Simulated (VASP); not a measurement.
Input of a VASP 6.6.1 run:

File POSCAR:

```
Al2Cu
1.0
    4.1051820000      0.0000000000      0.0000000000
    0.0000000000      4.1051820000      0.0000000000
    0.0000000000      0.0000000000      2.8913130000
Al Cu
2 1
Direct
    0.5000000000      0.0000000000      0.5000000000
    0.0000000000      0.5000000000      0.5000000000
    0.0000000000      0.0000000000      0.0000000000
```

Contents of INCAR.step1:

```
SYSTEM = Al2Cu
PREC     = Accurate       ! precision mode
ENCUT    = 520            ! plane-wave cutoff, eV
ISMEAR   = 0              ! smearing method
SIGMA    = 0.05           ! smearing width, eV
LREAL    = .False.        ! projectors in reciprocal space
LASPH    = .True.         ! aspherical terms in the spheres
NELM     = 100            ! most SCF steps
NBANDS   = 16             ! bands
GGA      = PE             ! functional
ALGO     = Normal         ! electronic algorithm
EDIFF    = 1E-4           ! SCF threshold, eV
LWAVE    = .True.         ! write WAVECAR
LCHARG   = .False.        ! write CHGCAR
```

INCAR.step2

```
SYSTEM = Al2Cu
PREC     = Accurate       ! precision mode
ENCUT    = 520            ! plane-wave cutoff, eV
EDIFF    = 1E-6           ! SCF threshold, eV
ISMEAR   = 0              ! smearing method
SIGMA    = 0.05           ! smearing width, eV
LREAL    = .False.        ! projectors in reciprocal space
LASPH    = .True.         ! aspherical terms in the spheres
NELM     = 100            ! most SCF steps
ALGO     = Normal         ! electronic algorithm
ISIF     = 2              ! what is computed and relaxed
LWAVE    = .False.        ! write WAVECAR
LCHARG   = .True.         ! write CHGCAR
METAGGA  = R2SCAN         ! meta-GGA
LMIXTAU  = .True.       
LELF     = .True.         ! ELF
LVHAR    = .True.       
NBANDS   = 16             ! bands
ISTART   = 1
```

File KPOINTS:

```
Automatic mesh
0
Gamma
  5 5 7
  0 0 0
```

Potentials or basis: VASP PAW PBE potentials, release 64 (Al, Cu).

The run is started by

```sh
$ cat potpaw_PBE.64/Al/POTCAR potpaw_PBE.64/Cu/POTCAR > POTCAR
$ cp INCAR.step1 INCAR
$ mpirun -np 1 vasp_std > vasp.out
$ cp INCAR.step2 INCAR
$ mpirun -np 1 vasp_std > vasp.out
```

**Question.** What does it give for the pressure?

**Answer.** -2.4 GPa.

Stress tensor (GPa, compression positive):
```
-1.66  0.00  0.00
 0.00 -1.66  0.00
 0.00  0.00 -3.74
```

Caveat: the PAW data sets were made with another functional, which shifts forces and pressure a little.
